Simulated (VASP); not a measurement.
CrBiF3:

```
Cr Bi F
1.0
     4.17114    0.00000    0.00000
     0.00000    4.17114    0.00000
     0.00000    0.00000    4.17114
Cr Bi F
1 1 3
Direct
  0.00000 0.00000 0.00000
  0.50000 0.50000 0.50000
  0.50000 0.50000 0.00000
  0.50000 0.00000 0.50000
  0.00000 0.50000 0.50000
```

- Program: VASP 6.6.1
- Task: relaxation of cell and atoms
- Functional: PBE
- Potentials or basis: VASP PAW PBE potentials, release 64 (Cr_pv, Bi_d, F)
- Cutoff: 600 eV
- k mesh: 4 × 4 × 4
- Occupations: gaussian, width 0.1 eV
- Spin: collinear spin, ferromagnetic start
- Starting moments: [3.0, 0.0, 0.0, 0.0, 0.0] μB

At the start: pressure 42.2 GPa; volume 14.51 Å³/atom.

Task: Where does the relaxation end?

Result: Over 4 steps the energy falls by 562.6 meV/atom and the volume is 20.34 Å³/atom (+40.1 %); space group Pm-3m (No. 221, to 0.05 Å); moment 5.85 μB per cell.

The path:
```csv
step,energy change (eV),largest force (eV/Å),pressure (GPa),volume (Å³)
1,0.0000,0.0000,42.17,72.57
2,-2.2635,0.0000,-8.38,120.54
3,-2.8112,0.0000,0.60,100.61
4,-2.8130,0.0000,-0.01,101.68
```

Final structure:
```
CELL_PARAMETERS angstrom
4.66736 0.00000 0.00000
0.00000 4.66736 0.00000
0.00000 0.00000 4.66736
ATOMIC_POSITIONS crystal
Cr 0.00000 0.00000 0.00000
Bi 0.50000 0.50000 0.50000
F 0.50000 0.50000 0.00000
F 0.50000 0.00000 0.50000
F 0.00000 0.50000 0.50000
```

Caveat: the k points lie up to 0.34 Å⁻¹ apart in the final cell; the volume moved by over 15 % at a fixed basis, so the end points are rough; a cell with one magnetic atom can't hold antiferromagnetic order, which such compounds often take.
